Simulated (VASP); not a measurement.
# Ti3H in VASP: a series of runs

Runs on Ti3H. Level: PBE. Tasks: single point.

All numbers are computed with VASP 6.6.1; they aren't measurements. Logs are shortened: lines on timing, memory, paths and dates and some standing lists are left out, and cuts for length are marked.

**1. The cell of the first run**

The cell holds a slab with vacuum, 8 atoms: a = 4.604 Å, b = 4.604 Å, c = 22.497 Å, α = 90.00°, β = 90.00°, γ = 120.00°.

**2. Single point, PBE**

INCAR

```
PREC = Accurate ; ENCUT = 520
EDIFF = 1E-6 ; ISMEAR = 0
SIGMA = 0.1 ; LREAL = F
LASPH = T ; NELM = 80
ALGO = Normal ; ISIF = 2
LWAVE = F ; LCHARG = F
LDIPOL = T ; IDIPOL = 3
DIPOL = 0.5 0.5 0.311 ; GGA = PE
NBANDS = 47
```

KPOINTS

```
regular mesh
0
Gamma
  6 6 1
```

POSCAR

```
Ti3H
1.0
    4.6039800811      0.0000000000      0.0000000000
   -2.3019900405      3.9871637087      0.0000000000
    0.0000000000      0.0000000000     22.4969948581
Ti H
6 2
Direct
    0.6666666667      0.3333333333      0.1778015253
    0.3333333333      0.6666666667      0.2195752601
    0.0000000000      0.0000000000      0.2613489950
    0.6666666667      0.3333333333      0.2980583739
    0.3333333333      0.6666666667      0.3304600279
    0.0000000000      0.0000000000      0.3776946615
    0.1931961228      0.8068038772      0.4119214551
    0.4734705438      0.5265294562      0.4119214551
```

Potentials or basis: VASP PAW PBE potentials, release 64 (Ti_sv, H).

Launch:

```console
> cat potpaw_PBE.64/Ti_sv/POTCAR potpaw_PBE.64/H/POTCAR > POTCAR
> mpirun -np 1 vasp_std > vasp.out
```

OUTCAR:

```text
PREC = Accurate
   ENCUT = 520
   EDIFF = 1E-6
   ISMEAR = 0
   LREAL = F
   LASPH = T
   NELM = 80
   ISIF = 2
   GGA = PE

 ion  position               nearest neighbor table
   1  0.667  0.333  0.178-   4 2.71   2 2.82   2 2.82   2 2.82
   2  0.333  0.667  0.220-   5 2.49   1 2.82   1 2.82   3 2.82   1 2.82   3 2.82   3 2.82
   3  0.000  0.000  0.261-   6 2.62   4 2.78   4 2.78   4 2.78   2 2.82   2 2.82   2 2.82
   4  0.667  0.333  0.298-   1 2.71   5 2.76   5 2.76   5 2.76   3 2.78   3 2.78   3 2.78
   5  0.333  0.667  0.330-   2 2.49   4 2.76   4 2.76   4 2.76   6 2.86   6 2.86   6 2.86
   6  0.000  0.000  0.378-   7 1.72   3 2.62   5 2.86   5 2.86   5 2.86
   7  0.193  0.807  0.412-   6 1.72
   8  0.473  0.527  0.412-

  LATTYP: Found a hexagonal cell.
 ALAT       =     4.6039800811
 C/A-ratio  =     4.8864231517

  Lattice vectors:

 A1 = (   4.6039800811,   0.0000000000,   0.0000000000)
 A2 = (  -2.3019900405,   3.9871637087,   0.0000000000)
 A3 = (   0.0000000000,   0.0000000000,  22.4969948581)

Analysis of symmetry for initial positions (statically):
=====================================================================
 Subroutine PRICEL returns:
 Original cell was already a primitive cell.

 Routine SETGRP: Setting up the symmetry group for a
 hexagonal supercell.

 Subroutine GETGRP returns: Found  2 space group operations
 (whereof  2 operations were pure point group operations)
 out of a pool of 24 trial point group operations.

The static configuration has the point symmetry C_1h.

Analysis of symmetry for dynamics (positions and initial velocities):
=====================================================================
 Subroutine PRICEL returns:
 Original cell was already a primitive cell.

 Routine SETGRP: Setting up the symmetry group for a
 hexagonal supercell.

 Subroutine GETGRP returns: Found  2 space group operations
 (whereof  2 operations were pure point group operations)
 out of a pool of 24 trial point group operations.

The dynamic configuration has the point symmetry C_1h.

 Subroutine INISYM returns: Found  2 space group operations
 (whereof  2 operations are pure point group operations),
 and found     1 'primitive' translations

----------------------------------------------------------------------------------------

                                     Primitive cell

  volume of cell :     412.9733

  direct lattice vectors                    reciprocal lattice vectors
[... 100 lines left out ...]
   EMIN   =  10.00;   EMAX   =-10.00  energy-range for DOS
   EFERMI =   0.00;   METHOD = LEGACY
   ISMEAR =     0;   SIGMA  =   0.10  broadening in eV -4-tet -1-fermi 0-gaus
   EFERMI_NEDOS =   21; number of points for ismear=-14 and -15
   IALGO  =     38    algorithm
   IMIX   =      4    mixing-type and parameters
     AMIX     =   0.40;   BMIX     =  1.00
     AMIX_MAG =   1.60;   BMIX_MAG =  1.00
  volume/ion in A,a.u.               =      51.62       348.36
  Fermi-wavevector in a.u.,A,eV,Ry     =   0.922950  1.744122 11.589936  0.851836
  Thomas-Fermi vector in A             =   2.048533
   LORBIT       =      0    0 simple, 1 ext, 2 COOP (PROOUT), +10 PAW based schemes
   GGA     = PE    functional components
   LHFCALC =     F    Hartree Fock is set to
   AEXX    =    0.0000 exact exchange contribution
   IVDW    =     0    specifies the selected vdW correction
   LEPSILON=     F    determine dielectric tensor
   LRPA    =     F    only Hartree local field effects (RPA)
 non-spin polarized calculation
 Gauss-broadening in eV      SIGMA  =   0.10
  energy-cutoff  :      520.00
  volume of cell :      412.97
 maximum number of plane-waves:     11163
 NGX is ok and might be reduce to    36
   NGX = 17   NGY = 17   NGZ = 83

 dipolmoment           0.000000      0.000000     -0.267240 electrons x Angstroem

 number of electron      73.9999982 magnetization

 dipolmoment           0.000000      0.000000      0.064747 electrons x Angstroem

 Free energy of the ion-electron system (eV)
  ---------------------------------------------------
  ext. energy  EPLUGINS =         0.00000000
  ---------------------------------------------------
  free energy    TOTEN  =       -49.20668925 eV

  energy without entropy =      -49.13717627  energy(sigma->0) =      -49.17193276

 E-fermi :  -0.5750     XC(G=0):  -3.9345

 val. band max:       -0.5760765748   @ k =   0.0000   0.0000   0.0000
 cond. band min:      -0.5685996400   @ k =  -0.1667   0.3333   0.0000
 fundamental gap:      0.0074769349
 Fermi energy:        -0.5749791819

 k-point     1 :       0.0000    0.0000    0.0000
  band No.  band energies     occupation
      1     -57.6761      2.00000
      2     -57.6693      2.00000
      3     -57.1202      2.00000
      4     -56.9807      2.00000
      5     -56.9322      2.00000
      6     -56.8472      2.00000
[... 639 lines left out ...]
     46       0.8115      0.00000
     47       1.1902      0.00000

------------------------ aborting loop because EDIFF is reached ----------------------------------------

 vacuum level on the upper side and lower side of the slab       (xc-potential included)         0.307        -0.315

  FORCE on cell =-STRESS in cart. coord.  units (eV):
  Direction    XX          YY          ZZ          XY          YZ          ZX
  --------------------------------------------------------------------------------------
  -------------------------------------------------------------------------------------
  Total       -1.8076045     -3.8464805     -2.0657864     -1.7657185     -0.8776143      1.5200719
  in kB       -7.0128084    -14.9228615     -8.0144547     -6.8503070     -3.4048053      5.8972929
  external PRESSURE =      -9.9833749 kB  Pullay stress =       0.0000000 kB

 VOLUME and BASIS-vectors are now :
 -----------------------------------------------------------------------------
  energy-cutoff  :      520.00
  volume of cell :      412.97
      direct lattice vectors                 reciprocal lattice vectors
     4.603980081  0.000000000  0.000000000     0.217203372  0.125402426  0.000000000
    -2.301990040  3.987163709  0.000000000     0.000000000  0.250804851  0.000000000
     0.000000000  0.000000000 22.496994858     0.000000000  0.000000000  0.044450381

 POSITION                                       TOTAL-FORCE (eV/Angst)
 -----------------------------------------------------------------------------------
      2.30199      1.32905      4.00000        -0.049784      0.028743      0.056021
     -0.00000      2.65811      4.93978        -0.042755      0.024684      0.230290
      0.00000      0.00000      5.87957        -0.023709      0.013689     -0.680028
      2.30199      1.32905      6.70542         0.006706     -0.003872     -0.518060
     -0.00000      2.65811      7.43436        -0.258050      0.148985      2.149509
      0.00000      0.00000      8.49699        -0.697035      0.402433      0.533949
     -0.96778      3.21686      9.26699         1.107418     -0.639368     -0.522611
      0.96778      2.09936      9.26699        -0.042792      0.024706     -1.249070
 -----------------------------------------------------------------------------------
    total drift:                                0.000024     -0.000014      0.000304

  FREE ENERGIE OF THE ION-ELECTRON SYSTEM (eV)
  ---------------------------------------------------
  free  energy   TOTEN  =       -49.2066892477 eV

  energy  without entropy=      -49.1371762710  energy(sigma->0) =      -49.17193276

 vacuum level on the upper side and lower side of the slab         3.421         2.784
```

OSZICAR:

```text
N       E                     dE             d eps       ncg     rms          rms(c)
DAV:   1     0.825783805277E+03    0.82578E+03   -0.39668E+04  1566   0.146E+03
DAV:   2     0.604730408568E+02   -0.76531E+03   -0.74749E+03  1306   0.469E+02
DAV:   3    -0.397290107351E+02   -0.10020E+03   -0.98616E+02  2028   0.149E+02
DAV:   4    -0.587012053522E+02   -0.18972E+02   -0.18820E+02  1892   0.541E+01
[... 25 lines left out ...]
DAV:  30    -0.492066823400E+02   -0.55791E-05   -0.43956E-07   980   0.283E-03    0.130E-03
DAV:  31    -0.492066854505E+02   -0.31105E-05   -0.24300E-07   940   0.234E-03    0.104E-03
DAV:  32    -0.492066878221E+02   -0.23716E-05   -0.27136E-07   972   0.191E-03    0.638E-04
DAV:  33    -0.492066888715E+02   -0.10495E-05   -0.13075E-07   932   0.139E-03    0.304E-04
DAV:  34    -0.492066892477E+02   -0.37617E-06   -0.64550E-08   892   0.108E-03
   1 F= -.49206689E+02 E0= -.49171933E+02  d E =-.695130E-01
```

Wall time 22 min (1 thread of Intel Xeon 8259CL, shared host); peak memory 0.57 GiB.

Results:

* Free energy: -49.2067 eV
* Largest force: 2.170 eV/Å
* Band gap on the k mesh: zero (bands 37 and 38 overlap by 0.15 eV)

Forces on the atoms (eV/Å):
```
Ti  -0.050  0.029  0.056
Ti  -0.043  0.025  0.230
Ti  -0.024  0.014 -0.680
Ti   0.007 -0.004 -0.518
Ti  -0.258  0.149  2.150
Ti  -0.697  0.402  0.534
H    1.107 -0.639 -0.523
H   -0.043  0.025 -1.249
```

**3. Single point, PBE**

INCAR

```
  PREC = Accurate
  ENCUT = 520
  EDIFF = 1E-6
  ISMEAR = 0
  SIGMA = 0.1
  LREAL = False
  LASPH = True
  NELM = 100
  ALGO = Normal
  ISIF = 2
  LWAVE = False
  LCHARG = False
  LDIPOL = True
  IDIPOL = 3
  DIPOL = 0.5 0.5 0.318
  GGA = PE
  NBANDS = 47
```

KPOINTS

```
Automatic mesh
0
Gamma
  6 6 1
```

Changes to POSCAR since step 2:

```diff
@@ -14,3 +14,3 @@
     0.0000000000      0.0000000000      0.3776946615
-    0.1931961228      0.8068038772      0.4119214551
-    0.4734705438      0.5265294562      0.4119214551
+    0.1931961228      0.8068038772      0.4403696992
+    0.4734705438      0.5265294562      0.4403696992
```

Potentials or basis: VASP PAW PBE potentials, release 64 (Ti_sv, H).

Launch:

```console
> cat potpaw_PBE.64/Ti_sv/POTCAR potpaw_PBE.64/H/POTCAR > POTCAR
> mpirun -np 1 vasp_std > vasp.out
```

Run time: 20 min. Hardware: 1 thread of Intel Xeon 8259CL, shared host; peak memory 0.57 GiB.

The run converged. Its results:

```yaml
Free_energy: -47.4398 eV
Largest_force: 2.112 eV/Å
Band_gap_on_the_k_mesh: zero (bands 37 and 38 overlap by 0.19 eV)
```

Forces on the atoms (eV/Å):
```
Ti  -0.037  0.021  0.091
Ti  -0.021  0.012  0.252
Ti   0.006 -0.003 -0.703
Ti   0.040 -0.023 -0.512
Ti  -0.184  0.106  2.095
Ti   0.525 -0.303  2.023
H   -0.229  0.132 -1.482
H   -0.100  0.058 -1.764
```

Levels at points of the mesh, in eV from the Fermi level:
```csv
k point,band 33,band 34,band 35,band 36,band 37,band 38,band 39,band 40,band 41,band 42
"(0.00, 0.00, 0.00)",-0.70,-0.50,-0.50,-0.27,-0.16,-0.08,-0.04,0.03,0.53,0.72
"(0.50, 0.00, 0.00)",-0.77,-0.41,-0.34,-0.28,-0.12,-0.06,0.04,0.40,0.47,0.73
"(0.50, 0.50, 0.00)",-0.69,-0.42,-0.40,-0.24,-0.05,0.01,0.19,0.38,0.54,0.73
```

**4. Single point, PBE**

INCAR

```
ALGO = Normal
DIPOL = 0.5 0.5 0.315
EDIFF = 1E-6
ENCUT = 520
GGA = PE
IDIPOL = 3
ISIF = 2
ISMEAR = 0
LASPH = True
LCHARG = False
LDIPOL = True
LREAL = False
LWAVE = False
NBANDS = 47
NELM = 80
PREC = Accurate
SIGMA = 0.1
```

KPOINTS

```
k-points
0
Gamma
  6 6 1
```

Changes to POSCAR since step 3:

```diff
@@ -14,3 +14,3 @@
     0.0000000000      0.0000000000      0.3776946615
-    0.1931961228      0.8068038772      0.4403696992
-    0.4734705438      0.5265294562      0.4403696992
+    0.1671751195      0.8328248805      0.4261455772
+    0.4994915471      0.5005084529      0.4261455772
```

Launch:

```console
> cat potpaw_PBE.64/Ti_sv/POTCAR potpaw_PBE.64/H/POTCAR > POTCAR
> mpirun -np 1 vasp_std > vasp.out
```

It took 20 min on 1 thread of Intel Xeon 8259CL, shared host; peak memory 0.57 GiB.

Results (log left out):

```
Free energy            : -48.2454 eV
Largest force          : 2.038 eV/Å
Band gap on the k mesh : zero (bands 37 and 38 overlap by 0.18 eV)
```

Forces in eV/Å, atoms in the order of the input:
```
Ti  -0.041  0.024  0.085
Ti  -0.035  0.020  0.297
Ti   0.005 -0.003 -0.798
Ti  -0.002  0.001 -0.506
Ti  -0.173  0.100  2.028
Ti  -0.456  0.263  0.918
H    1.026 -0.592 -0.329
H   -0.324  0.187 -1.696
```

Levels at points of the mesh, in eV from the Fermi level:
| k point | band 34 | band 35 | band 36 | band 37 | band 38 | band 39 | band 40 | band 41 |
| --- | --- | --- | --- | --- | --- | --- | --- | --- |
| (0.00, 0.00, 0.00) | -0.51 | -0.50 | -0.25 | -0.17 | -0.06 | 0.01 | 0.02 | 0.52 |
| (0.50, 0.00, 0.00) | -0.42 | -0.38 | -0.29 | -0.15 | -0.08 | 0.03 | 0.38 | 0.50 |
| (0.50, 0.50, 0.00) | -0.44 | -0.40 | -0.23 | -0.04 | 0.01 | 0.25 | 0.38 | 0.63 |

**5. Single point, PBE**

INCAR

```
ALGO = Normal
DIPOL = 0.5 0.5 0.322
EDIFF = 1E-7
ENCUT = 520
GGA = PE
IDIPOL = 3
ISIF = 2
ISMEAR = 0
LASPH = True
LCHARG = False
LDIPOL = True
LREAL = False
LWAVE = False
NBANDS = 47
NELM = 100
PREC = Accurate
SIGMA = 0.1
```

KPOINTS is that of step 4.

Changes to POSCAR since step 4:

```diff
@@ -14,3 +14,3 @@
     0.0000000000      0.0000000000      0.3776946615
-    0.1671751195      0.8328248805      0.4261455772
-    0.4994915471      0.5005084529      0.4261455772
+    0.1671751195      0.8328248805      0.4545938212
+    0.4994915471      0.5005084529      0.4545938212
```

Launch:

```console
> cat potpaw_PBE.64/Ti_sv/POTCAR potpaw_PBE.64/H/POTCAR > POTCAR
> mpirun -np 1 vasp_std > vasp.out
```

Run time: 21 min. Hardware: 1 thread of Intel Xeon 8259CL, shared host; peak memory 0.57 GiB.

The run converged. Its results:

```yaml
Free_energy: -46.4945 eV
Largest_force: 2.528 eV/Å
Band_gap_on_the_k_mesh: zero (bands 37 and 38 overlap by 0.27 eV)
```

Forces in eV/Å, atoms in the order of the input:
```
Ti   0.002 -0.001  0.100
Ti   0.008 -0.005  0.346
Ti  -0.019  0.011 -0.726
Ti  -0.056  0.032 -0.402
Ti  -0.118  0.068  1.218
Ti   0.779 -0.450  2.363
H   -0.454  0.262 -1.390
H   -0.142  0.082 -1.509
```

Levels at points of the mesh, in eV from the Fermi level:
| k point | band 35 | band 36 | band 37 | band 38 | band 39 | band 40 |
| --- | --- | --- | --- | --- | --- | --- |
| (0.00, 0.00, 0.00) | -0.38 | -0.29 | -0.16 | -0.13 | -0.02 | 0.05 |
| (0.50, 0.00, 0.00) | -0.28 | -0.26 | -0.12 | -0.05 | 0.03 | 0.40 |
| (0.50, 0.50, 0.00) | -0.39 | -0.21 | -0.05 | 0.02 | 0.05 | 0.40 |

**6. Single point, PBE**

INCAR

```
ALGO = Normal
DIPOL = 0.5 0.5 0.311
EDIFF = 1E-6
ENCUT = 520
GGA = PE
IDIPOL = 3
ISIF = 2
ISMEAR = 0
LASPH = T
LCHARG = T
LDIPOL = T
LELF = T
LREAL = F
LVACPOTAV = T
LVHAR = T
LWAVE = F
NBANDS = 47
NELM = 60
PREC = Accurate
SIGMA = 0.1
```

KPOINTS is that of step 5.

Changes to POSCAR since step 5:

```diff
@@ -14,3 +14,3 @@
     0.0000000000      0.0000000000      0.3776946615
-    0.1671751195      0.8328248805      0.4545938212
-    0.4994915471      0.5005084529      0.4545938212
+    0.2863074238      0.7136925762      0.4119214551
+    0.3803592429      0.6196407571      0.4119214551
```

Potentials or basis: VASP PAW PBE potentials, release 64 (Ti_sv, H).

Launch:

```console
> cat potpaw_PBE.64/Ti_sv/POTCAR potpaw_PBE.64/H/POTCAR > POTCAR
> mpirun -np 1 vasp_std > vasp.out
```

Run time: 18 min. Hardware: 1 thread of Intel Xeon 8259CL, shared host; peak memory 0.57 GiB.

It converged, with:

```yaml
Free_energy: -48.5242 eV
Largest_force: 3.317 eV/Å
Band_gap_on_the_k_mesh: zero (bands 37 and 38 overlap by 0.10 eV)
```

Forces in eV/Å, atoms in the order of the input:
```
Ti  -0.017  0.010  0.007
Ti  -0.007  0.004  0.161
Ti  -0.040  0.023 -0.424
Ti   0.001 -0.001 -0.123
Ti  -0.087  0.050  0.451
Ti   0.088 -0.051 -0.543
H   -2.803  1.618  0.226
H    2.865 -1.654  0.246
```

Levels at points of the mesh, in eV from the Fermi level:
```csv
k point,band 34,band 35,band 36,band 37,band 38,band 39,band 40,band 41
"(0.00, 0.00, 0.00)",-0.50,-0.49,-0.46,-0.33,-0.05,-0.04,-0.03,0.47
"(0.50, 0.00, 0.00)",-0.41,-0.38,-0.27,-0.09,0.00,0.26,0.44,0.51
"(0.50, 0.50, 0.00)",-0.41,-0.40,-0.27,-0.08,0.02,0.36,0.43,0.50
```

**7. Summary**

| cell | gap on the mesh (eV) | largest force (eV/Å) |
| --- | --- | --- |
| as given, atomic positions A | none | 2.17 |
| as given, atomic positions B | none | 2.11 |
| as given, atomic positions C | none | 2.04 |
| as given, atomic positions D | none | 2.53 |
| as given, atomic positions E | none | 3.32 |

Alike in all rows: task single point; level PBE; potentials or basis VASP PAW PBE potentials, release 64 (Ti_sv, H); no spin polarisation; k mesh 6 × 6 × 1; cutoff (eV) 520; smearing gaussian 0.1 eV.

Absolute energies hang on the potentials; compare differences alone.

The gap in the log of VASP goes by the Fermi energy; the results here count the filled bands.